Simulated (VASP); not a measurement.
# HfN (P1) in VASP: single point with PBEsol

Aim: the single point of HfN with PBEsol.

All numbers are computed with VASP 6.6.1; they aren't measurements. Logs are shortened: lines on timing, memory, paths and dates and some standing lists are left out, and cuts for length are marked.

## Step 1: The cell of the first run

The typed cell holds 4 atoms: a = 3.786 Å, b = 3.004 Å, c = 4.925 Å, α = 79.38°, β = 78.08°, γ = 84.23°.

## Step 2: Single point, PBEsol (atoms moved at random and the cell strained at random)

The input, INCAR:

```
ALGO = Normal
EDIFF = 1E-6
ENCUT = 520
GGA = PS
ISIF = 2
ISMEAR = 0
LASPH = True
LCHARG = True
LELF = True
LREAL = False
LVHAR = True
LWAVE = False
NBANDS = 23
NELM = 60
PREC = Accurate
SIGMA = 0.15
```

The input, KPOINTS:

```
k-points
0
Gamma
  10 10 8
```

The input, POSCAR:

```
HfN
1.0
    0.3712244319     -2.5538476447     -2.7707685945
    0.2905483332      2.0029826727     -2.2199036226
    4.8792045790     -0.0806760988     -0.6617727651
Hf N
2 2
Direct
    0.4872777754      0.4920653983      0.4641609454
    0.1053173567      0.0380470643      0.0831692316
   -0.0955110052      0.4460198267      0.2691924545
    0.5029158732      0.0238677107      0.6834773686
```

Potentials or basis: VASP PAW PBE potentials, release 64 (Hf_pv, N).

On the command line:

```
> cat potpaw_PBE.64/Hf_pv/POTCAR potpaw_PBE.64/N/POTCAR > POTCAR
> mpirun -np 1 vasp_std > vasp.out
```

OUTCAR:

```text
EDIFF = 1E-6
   ENCUT = 520
   GGA = PS
   ISIF = 2
   ISMEAR = 0
   LASPH = True
   LREAL = False
   NELM = 60
   PREC = Accurate

 ion  position               nearest neighbor table
   1  0.487  0.492  0.464-   4 1.61   3 1.68   4 2.10   3 2.61   2 2.80   2 3.06   2 3.08   2 3.15
                             2 3.21   2 3.69
   2  0.105  0.038  0.083-   3 1.69   3 1.99   4 2.22   1 2.80   1 3.06   1 3.08   1 3.15   1 3.21
                             1 3.69
   3  0.904  0.446  0.269-   1 1.68   2 1.69   2 1.99   1 2.61
   4  0.503  0.024  0.683-   1 1.61   1 2.10   2 2.22

  LATTYP: Found a triclinic cell.
 ALAT       =     8.5621609145
 B/A-ratio  =     0.5361631201
 C/A-ratio  =     1.6065592361
 COS(alpha) =     0.0050128317
 COS(beta)  =     0.7026976927
 COS(gamma) =     0.7080213407

  Lattice vectors:

 A1 = (  -5.0890768135,  -6.4791368913,   2.3308114158)
 A2 = (   0.0806760987,  -4.5568303174,  -0.5508649719)
 A3 = ( -10.7107302563,  -1.2907655031,   8.5341213699)

Analysis of symmetry for initial positions (statically):
=====================================================================
 Subroutine PRICEL returns:
 Original cell was already a primitive cell.

 Routine SETGRP: Setting up the symmetry group for a
 triclinic supercell.

 Subroutine GETGRP returns: Found  1 space group operations
 (whereof  1 operations were pure point group operations)
 out of a pool of  2 trial point group operations.

The static configuration has the point symmetry C_1 .

Analysis of symmetry for dynamics (positions and initial velocities):
=====================================================================
 Subroutine PRICEL returns:
 Original cell was already a primitive cell.

 Routine SETGRP: Setting up the symmetry group for a
 triclinic supercell.

 Subroutine GETGRP returns: Found  1 space group operations
 (whereof  1 operations were pure point group operations)
 out of a pool of  2 trial point group operations.

The dynamic configuration has the point symmetry C_1 .

 Subroutine INISYM returns: Found  1 space group operations
 (whereof  1 operations are pure point group operations),
 and found     1 'primitive' translations

----------------------------------------------------------------------------------------

                                     Primitive cell

  volume of cell :      53.7556

  direct lattice vectors                    reciprocal lattice vectors
     0.371224432 -2.553847645 -2.770768594    -0.027989864 -0.197915798 -0.182239588
     0.290548333  2.002982673 -2.219903623    -0.027281463  0.246922646 -0.231246436
     4.879204579 -0.080676099 -0.661772765     0.208705556  0.000354200  0.027635663

  length of vectors
     3.786436844  3.004052266  4.924539486     0.270490966  0.339396502  0.210527586

  position of ions in fractional coordinates (direct lattice)
     0.487277775  0.492065398  0.464160945
     0.105317357  0.038047064  0.083169232
     0.904488995  0.446019827  0.269192455
     0.502915873  0.023867711  0.683477369

  ion indices of the primitive-cell ions
   primitive index   ion index
                 1           1
                 2           2
                 3           3
                 4           4

----------------------------------------------------------------------------------------

 KPOINTS: k-points

Automatic generation of k-mesh.
 Grid dimensions read from file:
 generate k-points for:   10   10    8

 Generating k-lattice:

  Cartesian coordinates                     Fractional coordinates (reciprocal lattice)
    -0.002798986 -0.019791580 -0.018223959     0.100000000 -0.000000000  0.000000000
    -0.002728146  0.024692265 -0.023124644    -0.000000000  0.100000000  0.000000000
     0.026088195  0.000044275  0.003454458     0.000000000  0.000000000  0.125000000

  Length of vectors
     0.027049097  0.033939650  0.026315948

  Shift w.r.t. Gamma in fractional coordinates (k-lattice)
     0.000000000  0.000000000  0.000000000

 Subroutine IBZKPT returns following result:
 ===========================================

 Found    404 irreducible k-points:

 Following reciprocal coordinates:
            Coordinates               Weight
  0.000000  0.000000  0.000000      1.000000
  0.100000 -0.000000  0.000000      2.000000
  0.200000 -0.000000  0.000000      2.000000
  0.300000  0.000000  0.000000      2.000000
  0.400000  0.000000  0.000000      2.000000
  0.500000  0.000000  0.000000      1.000000
[... 16 lines left out ...]
 -0.400000  0.200000  0.000000      2.000000
 -0.300000  0.200000 -0.000000      2.000000
 [... further k-points ...]
   k-points           NKPTS =    404   k-points in BZ     NKDIM =    404   number of bands    NBANDS=     23
   number of dos      NEDOS =    301   number of ions     NIONS =      4
   total plane-waves  NPLWV =  26880
   dimension x,y,z NGX =    28 NGY =   24 NGZ =   40
   dimension x,y,z NGXF=    56 NGYF=   48 NGZF=   80
   ions per type =               2   2
   NGX,Y,Z   is equivalent  to a cutoff of  12.29, 13.28, 13.50 a.u.
   NGXF,Y,Z  is equivalent  to a cutoff of  24.59, 26.56, 27.01 a.u.
 SYSTEM =  unknown system
   PREC   = accura    normal or accurate (medium, high low for compatibility)
   ISTART =      0    job   : 0-new  1-cont  2-samecut
   ICHARG =      2    charge: 1-file 2-atom 10-const
   ISPIN  =      1    spin polarized calculation?
   LNONCOLLINEAR =      F non collinear calculations
   LSORBIT =      F    spin-orbit coupling
   LASPH  =      T    aspherical Exc in radial PAW
   ENCUT  =  520.0 eV  38.22 Ry    6.18 a.u.   7.04  5.59  9.16*2*pi/ulx,y,z
   NELM   =     60;   NELMIN=  2; NELMDL= -5     # of ELM steps
   EDIFF  = 0.1E-05   stopping-criterion for ELM
   LREAL  =      F    real-space projection
   EDIFFG = 0.1E-04   stopping-criterion for IOM
   NSW    =      0    number of steps for IOM
   IBRION =     -1    ionic relax: 0-MD 1-quasi-New 2-CG
   NFREE  =      0    steps in history (QN), initial steepest desc. (CG)
   ISIF   =      2    stress and relaxation
   ISYM   =      2    0-nonsym 1-usesym 2-fastsym
   POTIM  = 0.5000    time-step for ionic-motion
   TEBEG  =    0.0;   TEEND  =   0.0 temperature during run
   PSTRESS=    0.0 pullay stress
   NELECT =      30.0000    total number of electrons
   NUPDOWN=      -1.0000    fix difference up-down
   EMIN   =  10.00;   EMAX   =-10.00  energy-range for DOS
   EFERMI =   0.00;   METHOD = LEGACY
   ISMEAR =     0;   SIGMA  =   0.15  broadening in eV -4-tet -1-fermi 0-gaus
   EFERMI_NEDOS =   21; number of points for ismear=-14 and -15
   IALGO  =     38    algorithm
   IMIX   =      4    mixing-type and parameters
     AMIX     =   0.40;   BMIX     =  1.00
     AMIX_MAG =   1.60;   BMIX_MAG =  1.00
  volume/ion in A,a.u.               =      13.44        90.69
  Fermi-wavevector in a.u.,A,eV,Ry     =   1.347847  2.547062 24.717591  1.816692
  Thomas-Fermi vector in A             =   2.475564
   LORBIT       =      0    0 simple, 1 ext, 2 COOP (PROOUT), +10 PAW based schemes
   GGA     = PS    functional components
   LHFCALC =     F    Hartree Fock is set to
   AEXX    =    0.0000 exact exchange contribution
   IVDW    =     0    specifies the selected vdW correction
   LEPSILON=     F    determine dielectric tensor
   LRPA    =     F    only Hartree local field effects (RPA)
 non-spin polarized calculation
 Gauss-broadening in eV      SIGMA  =   0.15
  energy-cutoff  :      520.00
  volume of cell :       53.76
 maximum number of plane-waves:      1462
   NGX = 15   NGY = 11   NGZ = 19

 number of electron      30.0000001 magnetization

 Free energy of the ion-electron system (eV)
  ---------------------------------------------------
  ext. energy  EPLUGINS =         0.00000000
  ---------------------------------------------------
  free energy    TOTEN  =       -34.80387126 eV

  energy without entropy =      -34.78511816  energy(sigma->0) =      -34.79449471

 E-fermi :   5.8115     XC(G=0): -11.5848

 val. band max:        5.8096857429   @ k =   0.4000  -0.2000   0.1250
 cond. band min:       5.8114666889   @ k =  -0.1000   0.3000   0.3750
 fundamental gap:      0.0017809461
 Fermi energy:         5.8114542340

 k-point     1 :       0.0000    0.0000    0.0000
  band No.  band energies     occupation
      1     -25.8461      2.00000
      2     -25.2600      2.00000
      3     -24.9616      2.00000
      4     -24.6122      2.00000
      5     -24.4406      2.00000
      6     -23.5072      2.00000
[... 15 lines left out ...]
     22      12.8714      0.00000
     23      13.6914      0.00000

 k-point     2 :       0.1000   -0.0000    0.0000
  band No.  band energies     occupation
      1     -25.8404      2.00000
      2     -25.2679      2.00000
      3     -24.9709      2.00000
      4     -24.6162      2.00000
      5     -24.4453      2.00000
      6     -23.5079      2.00000
[... 15 lines left out ...]
     22      12.7992      0.00000
     23      13.4380      0.00000

 k-point     3 :       0.2000   -0.0000    0.0000
  band No.  band energies     occupation
      1     -25.8253      2.00000
      2     -25.2906      2.00000
      3     -24.9902      2.00000
      4     -24.6351      2.00000
      5     -24.4520      2.00000
      6     -23.5098      2.00000
[... 15 lines left out ...]
     22      12.4688      0.00000
     23      13.2523      0.00000

 k-point     4 :       0.3000    0.0000    0.0000
  band No.  band energies     occupation
      1     -25.8059      2.00000
      2     -25.3220      2.00000
      3     -25.0067      2.00000
      4     -24.6694      2.00000
      5     -24.4531      2.00000
      6     -23.5122      2.00000
[... 15 lines left out ...]
     22      11.8937      0.00000
     23      13.3275      0.00000

 k-point     5 :       0.4000    0.0000    0.0000
  band No.  band energies     occupation
      1     -25.7895      2.00000
      2     -25.3494      2.00000
      3     -25.0161      2.00000
      4     -24.7017      2.00000
      5     -24.4516      2.00000
      6     -23.5140      2.00000
[... 15 lines left out ...]
     22      11.4033      0.00000
     23      13.3034      0.00000

 k-point     6 :       0.5000    0.0000    0.0000
  band No.  band energies     occupation
      1     -25.7831      2.00000
      2     -25.3602      2.00000
      3     -25.0191      2.00000
      4     -24.7146      2.00000
      5     -24.4508      2.00000
      6     -23.5148      2.00000
[... 15 lines left out ...]
     22      11.1572      0.00000
     23      13.2995      0.00000

 k-point     7 :      -0.0000    0.1000    0.0000
  band No.  band energies     occupation
      1     -25.8504      2.00000
      2     -25.2995      2.00000
      3     -24.9721      2.00000
      4     -24.6648      2.00000
      5     -24.4602      2.00000
      6     -23.5641      2.00000
[... 353 lines left out ...]
     22      12.4771      0.00000
     23      13.6934      0.00000

 k-point    21 :       0.4000    0.2000    0.0000
  band No.  band energies     occupation
      1     -25.8885      2.00000
      2     -25.3378      2.00000
      3     -25.1768      2.00000
      4     -24.8318      2.00000
      5     -24.5111      2.00000
      6     -23.6922      2.00000
[... 15 lines left out ...]
     22      12.2140      0.00000
     23      14.0604      0.00000

 k-point    22 :       0.5000    0.2000    0.0000
  band No.  band energies     occupation
      1     -25.8989      2.00000
      2     -25.3634      2.00000
      3     -25.1908      2.00000
      4     -24.7985      2.00000
      5     -24.5112      2.00000
      6     -23.6915      2.00000
[... 15 lines left out ...]
     22      11.9574      0.00000
     23      14.0748      0.00000

 k-point    23 :      -0.4000    0.2000    0.0000
  band No.  band energies     occupation
      1     -25.9114      2.00000
      2     -25.3835      2.00000
      3     -25.1832      2.00000
      4     -24.7564      2.00000
      5     -24.5122      2.00000
      6     -23.6886      2.00000
[... 15 lines left out ...]
     22      11.8251      0.00000
     23      13.7910      0.00000

 k-point    24 :      -0.3000    0.2000   -0.0000
  band No.  band energies     occupation
      1     -25.9209      2.00000
      2     -25.3956      2.00000
      3     -25.1546      2.00000
      4     -24.7124      2.00000
      5     -24.5204      2.00000
      6     -23.6845      2.00000
[... 15 lines left out ...]
     22      12.0009      0.00000
     23      13.5866      0.00000

 [... further k-points ...]

------------------------ aborting loop because EDIFF is reached ----------------------------------------

  FORCE on cell =-STRESS in cart. coord.  units (eV):
  Direction    XX          YY          ZZ          XY          YZ          ZX
  --------------------------------------------------------------------------------------
  -------------------------------------------------------------------------------------
  Total       27.1271890     40.5851459     24.8034938      4.5559361    -10.2783268     12.9054500
  in kB      808.5213235   1209.6334741    739.2639767    135.7889122   -306.3438086    384.6447764
  external PRESSURE =     919.1395914 kB  Pullay stress =       0.0000000 kB

 VOLUME and BASIS-vectors are now :
 -----------------------------------------------------------------------------
  energy-cutoff  :      520.00
  volume of cell :       53.76
      direct lattice vectors                 reciprocal lattice vectors
     0.371224432 -2.553847645 -2.770768594    -0.027989864 -0.197915798 -0.182239588
     0.290548333  2.002982673 -2.219903623    -0.027281463  0.246922646 -0.231246436
     4.879204579 -0.080676099 -0.661772765     0.208705556  0.000354200  0.027635663

 POSITION                                       TOTAL-FORCE (eV/Angst)
 -----------------------------------------------------------------------------------
      2.58859     -0.29628     -2.74964        -1.987491     18.695783     -0.528272
      0.45595     -0.19947     -0.43131        -9.788757     -7.710264      2.028064
      1.77880     -1.43827     -3.67439         0.629503     -1.644608    -10.955990
      3.52846     -1.29170     -1.89875        11.146746     -9.340910      9.456198
 -----------------------------------------------------------------------------------
    total drift:                                0.000239     -0.000266      0.000181

  FREE ENERGIE OF THE ION-ELECTRON SYSTEM (eV)
  ---------------------------------------------------
  free  energy   TOTEN  =       -34.8038712613 eV

  energy  without entropy=      -34.7851181571  energy(sigma->0) =      -34.79449471
```

Wall time 4.2 min (1 thread of Intel Xeon 6975P-C (Granite Rapids), shared host); peak memory 0.5 GiB.

Results:

```yaml
Free_energy: -34.8039 eV
Pressure: 91.9 GPa
Largest_force: 18.809 eV/Å
Band_gap_on_the_k_mesh: zero (bands 15 and 16 overlap by 0.81 eV)
```

Forces in eV/Å, atoms in the order of the input:
```
Hf   -1.987  18.696  -0.528
Hf   -9.789  -7.710   2.028
N     0.630  -1.645 -10.956
N    11.147  -9.341   9.456
```

Caveat: the cell differs from its parent crystal (atoms moved at random and the cell strained at random); the cell stands under pressure; the PAW data sets were made with another functional, which shifts forces and pressure a little; spin-orbit coupling is left out, which moves the levels of the heavy elements.
